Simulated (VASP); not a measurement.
Write the native input for VASP 6.6.1 that does the following.

```yaml
Task: single point
Functional: PBE
Potentials_or_basis: VASP PAW PBE potentials, release 64 (Al, Fe)
Cutoff: 520 eV
k_mesh: 12 × 12 × 12
Occupations: fermi-dirac, width 0.05 eV
Spin: collinear spin, ferromagnetic start
Starting_moments: "[0.0, 3.0] μB"
Dipole_correction: no
Further_INCAR_settings: ALGO = Normal; EDIFF = 1e-07; NBANDS = 16
```

The structure of AlFe lies in POSCAR:

```
AlFe
1.0
    2.9292720848      0.0000000000      0.0000000000
    0.0000000000      2.9292720848      0.0000000000
    0.0000000000      0.0000000000      2.9292720848
Al Fe
1 1
Direct
    0.0000000000      0.0000000000      0.0000000000
    0.5000000000      0.5000000000      0.5000000000
```

These files were run (other wordings do the same):

INCAR

```
SYSTEM = AlFe
ALGO     = Normal         ! electronic algorithm
EDIFF    = 1E-7           ! SCF threshold, eV
ENCUT    = 520            ! plane-wave cutoff, eV
GGA      = PE             ! functional
ISIF     = 2              ! what is computed and relaxed
ISMEAR   = -1             ! smearing method
ISPIN    = 2              ! spin polarisation
LASPH    = .TRUE.         ! aspherical terms in the spheres
LCHARG   = .FALSE.        ! write CHGCAR
LMAXMIX  = 4              ! l up to which the mixer works
LORBIT   = 11             ! projections on sites
LREAL    = .FALSE.        ! projectors in reciprocal space
LWAVE    = .FALSE.        ! write WAVECAR
MAGMOM   = 0 3            ! initial moments
NBANDS   = 16             ! bands
NELM     = 150            ! most SCF steps
PREC     = Accurate       ! precision mode
SIGMA    = 0.05           ! smearing width, eV
```

KPOINTS

```
k-points
0
G
  12 12 12
  0 0 0
```

Potentials or basis: VASP PAW PBE potentials, release 64 (Al, Fe).

Command:

```sh
$ cat potpaw_PBE.64/Al/POTCAR potpaw_PBE.64/Fe/POTCAR > POTCAR
$ mpirun -np 1 vasp_std > vasp.out
```

It gave:

The pressure is -8.7 GPa and the net moment is 0.76 μB per cell. The site moments are Al -0.03; Fe +0.81 μB and the valence electrons inside the program's atomic spheres are Al 0.81; Fe 7.30.

Caveat: the cell stands under tension.

It took 28 s on 1 thread of Intel(R) Xeon(R) Platinum 8488C (Sapphire Rapids), on a shared host, peak memory 0.18 GiB.
